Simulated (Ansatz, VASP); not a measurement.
Mg2NCl: VASP beside Ansatz

```
Mg N Cl
1.0
     1.57763    0.91085    6.30313
    -1.57763    0.91085    6.30313
     0.00000   -1.82169    6.30313
Mg N Cl
2 1 1
Direct
  0.22282 0.22282 0.22282
  0.77719 0.77719 0.77719
  0.50000 0.50000 0.50000
  0.00000 0.00000 0.00000
```

Change from the starting cell: strain -0.050 along x and y, +0.050 along z, atoms carried along.

Alike in both runs: task single point; functional LDA; k mesh 9 × 9 × 9; occupations gaussian, width 0.05 eV; no spin polarisation.

|  | VASP | Ansatz |
| --- | --- | --- |
| version | VASP 6.6.1 | Ansatz 0.2.0 |
| potentials or method | VASP PAW LDA potentials, release 64 (Mg, N, Cl), cutoff 520 eV | scalar-relativistic, plane waves, PAW |
| valence electrons in the cell | 16 | 32 |

|  | VASP | Ansatz | Ansatz less VASP |
| --- | --- | --- | --- |
| gap on the k mesh at the Fermi level (eV) | 1.57 | 1.61 | +0.040 |
| least direct gap on the mesh (eV) | 1.57 | 1.61 | +0.040 |
| pressure (GPa) | -0.6 | 0.1 | +0.70 |
| traceless stress, the component that is largest in VASP (GPa) | -12.60 | -12.47 | +0.122 |
| rms of the force components (eV/Å) | 0.161 | 0.142 | -0.0196 |

LDA's correlation is that of Perdew and Zunger in VASP and of Perdew and Wang (1992) in Ansatz. Atom by atom the forces differ by 0.020 eV/Å (rms over components). VASP's potentials hold 16 valence electrons a cell and Ansatz's 32, so a difference there can come from the potentials and not from the codes.
